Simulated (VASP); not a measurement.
# BAs5 (Cmmm) in VASP: further runs, part 2 of 2

VASP 6.6.1. The steps go on from the part before.

### Step 4. Single point, PBE

INCAR reads:

```
  PREC = Accurate
  ENCUT = 600
  EDIFF = 1E-6
  ISMEAR = 0
  SIGMA = 0.1
  LREAL = F
  LASPH = T
  NELM = 120
  ALGO = Normal
  ISIF = 2
  LWAVE = F
  LCHARG = F
  GGA = PE
  NBANDS = 48
  GGA_COMPAT = F
```

KPOINTS reads:

```
Automatic mesh
0
Gamma
  4 4 4
```

POSCAR reads:

```
BAs5
1.0
    2.5239901183     -5.3356264224      0.0000000000
    2.5239901183      5.3356264224      0.0000000000
    0.0000000000      0.0000000000      4.4091003678
B As
1 5
Direct
    0.0000000000      0.0000000000      0.0000000000
    0.3783082487      0.6216917513      0.0000000000
    0.6216917513      0.3783082487      0.0000000000
    0.5000000000      0.5000000000      0.5000000000
    0.8861087799      0.1138912201      0.5000000000
    0.1138912201      0.8861087799      0.5000000000
```

Potentials or basis: VASP PAW PBE potentials, release 64 (B, As_d).

On the command line:

```bash
> cat potpaw_PBE.64/B/POTCAR potpaw_PBE.64/As_d/POTCAR > POTCAR
> mpirun -np 1 vasp_std > vasp.out
```

OUTCAR:

```text
PREC = Accurate
   ENCUT = 600
   EDIFF = 1E-6
   ISMEAR = 0
   LREAL = F
   LASPH = T
   NELM = 120
   ISIF = 2
   GGA = PE

 ion  position               nearest neighbor table
   1  0.000  0.000  0.000-   5 2.52   6 2.52   5 2.52   6 2.52
   2  0.378  0.622  0.000-   4 2.56   4 2.56   3 2.60
   3  0.622  0.378  0.000-   4 2.56   4 2.56   2 2.60
   4  0.500  0.500  0.500-   2 2.56   3 2.56   2 2.56   3 2.56   6 2.80   5 2.80   6 2.80   5 2.80

   5  0.886  0.114  0.500-   6 2.43   1 2.52   1 2.52   4 2.80   4 2.80
   6  0.114  0.886  0.500-   5 2.43   1 2.52   1 2.52   4 2.80   4 2.80

  LATTYP: Found a base centered orthorhombic cell.
 ALAT       =     5.0479802366
 B/A-ratio  =     2.1139648621
 C/A-ratio  =     0.8734385162

  Lattice vectors:

 A1 = (   2.5239901183,  -5.3356264224,   0.0000000000)
 A2 = (   2.5239901183,   5.3356264224,   0.0000000000)
 A3 = (   0.0000000000,   0.0000000000,   4.4091003678)

Analysis of symmetry for initial positions (statically):
=====================================================================
[... 179 lines left out ...]
 cond. band min:       3.8181751010   @ k =   0.5000   0.2500   0.5000
 fundamental gap:      0.0610535274
 Fermi energy:         3.8107965009

 k-point     1 :       0.0000    0.0000    0.0000
  band No.  band energies     occupation
      1     -32.6816      2.00000
      2     -32.6801      2.00000
      3     -32.6543      2.00000
      4     -32.6486      2.00000
      5     -32.6408      2.00000
      6     -32.6318      2.00000
[... 1060 lines left out ...]
     47       6.9943      0.00000
     48       9.1348      0.00000

------------------------ aborting loop because EDIFF is reached ----------------------------------------

  FORCE on cell =-STRESS in cart. coord.  units (eV):
  Direction    XX          YY          ZZ          XY          YZ          ZX
  --------------------------------------------------------------------------------------
  -------------------------------------------------------------------------------------
  Total        0.3314598     -0.0289315      0.1187829      0.0000000      0.0000000      0.0000000
  in kB        4.4718617     -0.3903263      1.6025496      0.0000000      0.0000000      0.0000000
  external PRESSURE =       1.8946950 kB  Pullay stress =       0.0000000 kB

 VOLUME and BASIS-vectors are now :
 -----------------------------------------------------------------------------
  energy-cutoff  :      600.00
  volume of cell :      118.76
      direct lattice vectors                 reciprocal lattice vectors
     2.523990118 -5.335626422  0.000000000     0.198099032 -0.093709709  0.000000000
     2.523990118  5.335626422  0.000000000     0.198099032  0.093709709  0.000000000
     0.000000000  0.000000000  4.409100368     0.000000000  0.000000000  0.226803637

 POSITION                                       TOTAL-FORCE (eV/Angst)
 -----------------------------------------------------------------------------------
      0.00000      0.00000      0.00000        -0.000000      0.000000     -0.000000
      2.52399      1.29860      0.00000         0.000000      0.015958     -0.000000
      2.52399     -1.29860      0.00000         0.000000     -0.015958     -0.000000
      2.52399      0.00000      2.20455         0.000000      0.000000     -0.000000
      2.52399     -4.12026      2.20455         0.000000     -0.001676     -0.000000
      2.52399      4.12026      2.20455         0.000000      0.001676      0.000000
 -----------------------------------------------------------------------------------
    total drift:                                0.000000     -0.000000      0.000000

  FREE ENERGIE OF THE ION-ELECTRON SYSTEM (eV)
  ---------------------------------------------------
  free  energy   TOTEN  =       -25.3699447679 eV

  energy  without entropy=      -25.3583324609  energy(sigma->0) =      -25.36413861
```

OSZICAR:

```text
N       E                     dE             d eps       ncg     rms          rms(c)
DAV:   1     0.947189669864E+03    0.94719E+03   -0.34105E+04  2824   0.839E+03
DAV:   2     0.164094692492E+03   -0.78309E+03   -0.74977E+03  2024   0.162E+03
DAV:   3    -0.581473868233E+01   -0.16991E+03   -0.16149E+03  2072   0.273E+02
DAV:   4    -0.249096303644E+02   -0.19095E+02   -0.18382E+02  2432   0.948E+01
DAV:   5    -0.256420728062E+02   -0.73244E+00   -0.73002E+00  2256   0.225E+01    0.642E+00
DAV:   6    -0.253855899941E+02    0.25648E+00   -0.81222E-01  3112   0.862E+00    0.365E+00
DAV:   7    -0.253737273733E+02    0.11863E-01   -0.16310E-01  2704   0.441E+00    0.181E+00
DAV:   8    -0.253700232973E+02    0.37041E-02   -0.23153E-02  2912   0.342E+00    0.231E-01
DAV:   9    -0.253698313861E+02    0.19191E-03   -0.43119E-03  2960   0.111E+00    0.823E-02
DAV:  10    -0.253699177860E+02   -0.86400E-04   -0.98609E-04  2448   0.478E-01    0.328E-02
DAV:  11    -0.253699414180E+02   -0.23632E-04   -0.17173E-04  2360   0.197E-01    0.127E-02
DAV:  12    -0.253699449031E+02   -0.34851E-05   -0.18812E-05  2528   0.147E-01    0.400E-03
DAV:  13    -0.253699447679E+02    0.13516E-06   -0.51602E-06  2208   0.698E-02
   1 F= -.25369945E+02 E0= -.25364139E+02  d E =-.116123E-01
```

Wall time 2.1 min (1 thread of Intel Xeon Platinum 8259CL at 2.50GHz (Skylake/Cascade Lake), shared host); peak memory 0.32 GiB.

Results:

```yaml
Free_energy: -25.3699 eV
Pressure: 0.2 GPa
Largest_force: 0.016 eV/Å
Band_gap_on_the_k_mesh: zero (band 39 reaches 4.45 eV, above the bottom of band 40 at 2.47 eV)
```

Forces in eV/Å, atoms in the order of the input:
```
B    0.000  0.000  0.000
As   0.000  0.016  0.000
As   0.000 -0.016  0.000
As   0.000  0.000  0.000
As   0.000 -0.002  0.000
As   0.000  0.002  0.000
```

Stress tensor (GPa, compression positive):
```
 0.45  0.00  0.00
 0.00 -0.04  0.00
 0.00  0.00  0.16
```

### Step 5. The runs side by side

```tsv
potentials or basis	cell	cutoff (eV)	second run	gap on the mesh (eV)	pressure (GPa)	largest force (eV/Å)
VASP PAW PBE potentials, release 64 (B, As)	a = 5.902, b = 5.902, c = 4.409 Å, angles 90.0, 90.0, 129.4°, 6 atoms	520	-	none	0.3	0.05
VASP PAW PBE potentials, release 64 (B, As)	a = 6.851, b = 6.851, c = 4.412 Å, angles 90.0, 90.0, 142.4°, 6 atoms	520	-	none	-9.4	0.05
VASP PAW PBE potentials, release 64 (B, As_d)	a = 5.902, b = 5.902, c = 4.409 Å, angles 90.0, 90.0, 129.4°, 6 atoms	600	valence_matched	none	0.2	0.02
```

Alike in all rows: task single point; level PBE; no spin polarisation; k mesh 4 × 4 × 4; smearing gaussian 0.1 eV.

Caveats: some runs use coarse meshes.

Total energies depend on the potentials used, so only differences within one code and one set of settings carry meaning.
